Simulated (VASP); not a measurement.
Input of a VASP 6.6.1 run:

The input POSCAR:

```
Zr2O
1.0
    5.2333832088      0.0000000000      0.0000000000
    0.0000000000      5.2333832088      0.0000000000
    0.0000000000      0.0000000000      5.0395542010
Zr O
4 2
Direct
    0.2500000000      0.2500000000      0.7500000000
    0.7500000000      0.2500000000      0.2500000000
    0.2500000000      0.7500000000      0.2500000000
    0.7500000000      0.7500000000      0.7500000000
    0.0000000000      0.0000000000      0.0000000000
    0.5000000000      0.5000000000      0.5000000000
```

The input INCAR.step1:

```
SYSTEM = Zr2O
  ALGO = Normal
  EDIFF = 1E-4
  ENCUT = 520
  GGA = PE
  ISMEAR = 0
  LASPH = .True.
  LCHARG = .False.
  LREAL = .False.
  LWAVE = .True.
  NBANDS = 39
  NELM = 60
  PREC = Accurate
  SIGMA = 0.15
```

The input INCAR.step2:

```
SYSTEM = Zr2O
  ALGO = Normal
  EDIFF = 1E-7
  ENCUT = 520
  ISIF = 2
  ISMEAR = 0
  ISTART = 1
  LASPH = .True.
  LCHARG = .False.
  LMIXTAU = .True.
  LREAL = .False.
  LWAVE = .False.
  METAGGA = R2SCAN
  NBANDS = 39
  NELM = 60
  PREC = Accurate
  SIGMA = 0.15
```

KPOINTS

```
k-points
0
Gamma
  10 10 10
  0 0 0
```

Potentials or basis: VASP PAW PBE potentials, release 64 (Zr_sv, O).

Run with:

```bash
$ cat potpaw_PBE.64/Zr_sv/POTCAR potpaw_PBE.64/O/POTCAR > POTCAR
$ cp INCAR.step1 INCAR
$ mpirun -np 1 vasp_std > vasp.out
$ cp INCAR.step2 INCAR
$ mpirun -np 1 vasp_std > vasp.out
```

(1) Estimate the band gap on the k mesh.

(2) Estimate the pressure.

Answers

(1) zero (band 30 reaches 6.91 eV, above the bottom of band 31 at 6.05 eV).

(2) -17.9 GPa.

Caveat: the cell differs from its parent crystal (strain +0.080 along x and y, +0.040 along z); the PAW data sets were made with another functional, which shifts forces and pressure a little.
